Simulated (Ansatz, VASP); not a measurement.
**CoO: VASP beside Ansatz**

Contents of INCAR:

```
PREC     = Accurate       # precision mode
ENCUT    = 600            # plane-wave cutoff, eV
EDIFF    = 1E-6           # SCF threshold, eV
ISMEAR   = -1             # smearing method
SIGMA    = 0.05           # smearing width, eV
LREAL    = F              # projectors in reciprocal space
LASPH    = T              # aspherical terms in the spheres
NELM     = 200            # most SCF steps
ALGO     = Normal         # electronic algorithm
ISIF     = 2              # what is computed and relaxed
LWAVE    = F              # write WAVECAR
LCHARG   = T              # write CHGCAR
ISPIN    = 2              # spin polarisation
MAGMOM   = 2 0            # initial moments
LORBIT   = 11             # projections on sites
LMAXMIX  = 4              # l up to which the mixer works
GGA      = PE             # functional
LELF     = T              # ELF
LVHAR    = T            
NBANDS   = 22             # bands
GGA_COMPAT= F
```

File KPOINTS:

```
regular mesh
0
Gamma
  11 11 11
```

Contents of POSCAR:

```
CoO
1.0
    1.5054695445      0.8691832468      2.4399269062
   -1.5054695445      0.8691832468      2.4399269062
    0.0000000000     -1.7383664936      2.4399269062
Co O
1 1
Direct
    0.0000000000      0.0000000000      0.0000000000
    0.5000000000      0.5000000000      0.5000000000
```

The input input.yaml:

```yaml
crystal:
  lattice:
    - [1.5054695445, 0.8691832468, 2.4399269062]
    - [-1.5054695445, 0.8691832468, 2.4399269062]
    - [0.0, -1.7383664936, 2.4399269062]
  atoms:
    - { symbol: Co, position: [0.0, 0.0, 0.0], spin: 2.0 }
    - { symbol: O, position: [0.5, 0.5, 0.5] }
hamiltonian:
  xc: pbe
  pseudopotentials: { kind: paw }
magnetization:
  spin_polarized: true
kpoints:
  mp_grid: { grid: [11, 11, 11] }
  band_path:
    path:
      - [[0.0, 0.0, 0.0], [0.5, 0.0, 0.0], [0.5, 0.2512681158, -0.2512681158]]
      - [[0.7487318842, 0.5, 0.2512681158], [0.5, 0.5, 0.5], [0.0, 0.0, 0.0], [0.3756340579, 0.0, -0.3756340579]]
      - [[0.6243659421, 0.3756340579, 0.0], [0.5, 0.5, 0.0], [0.6243659421, 0.6243659421, 0.2512681158], [0.5, 0.5, 0.5]]
      - [[0.5, 0.0, 0.0], [0.7487318842, 0.3756340579, 0.3756340579]]
    npoints: 14
scf:
  occupations: { method: fermi_dirac, width: 0.05 }
  n_extra_bands: 6
output:
  forces: true
  stress: true
  eigenvalues: true
  fatbands: true
```

Alike in both runs: functional PBE; k mesh 11 × 11 × 11; occupations fermi-dirac, width 0.05 eV; collinear spin.

|  | VASP | Ansatz |
| --- | --- | --- |
| version | VASP 6.6.1 | Ansatz 0.2.0 |
| potentials or method | VASP PAW PBE potentials, release 64 (Co_sv, O) | Ansatz PAW |
| plane-wave cutoff (eV) | 600 | 420 |
| valence electrons in the cell | 23 | 23 |
| task | single point | band structure |

```tsv
	VASP	Ansatz	Ansatz less VASP
gap on the k mesh at the Fermi level (eV)	none	none	-
pressure (GPa)	-2.5	0.0	+2.46
traceless stress, the component that is largest in VASP (GPa)	-0.33	-0.30	+0.030
net moment per atom (μB)	1.45	1.45	+0.004
size of the moment on the site where the two differ most (μB)	2.50	2.47	-0.029
```

Site moments also hang on the region over which each program counts them. A gap of «none» marks a metal or a gap that the smearing closes. With one functional, cell and mesh, what is left measures potentials, basis and numerics.
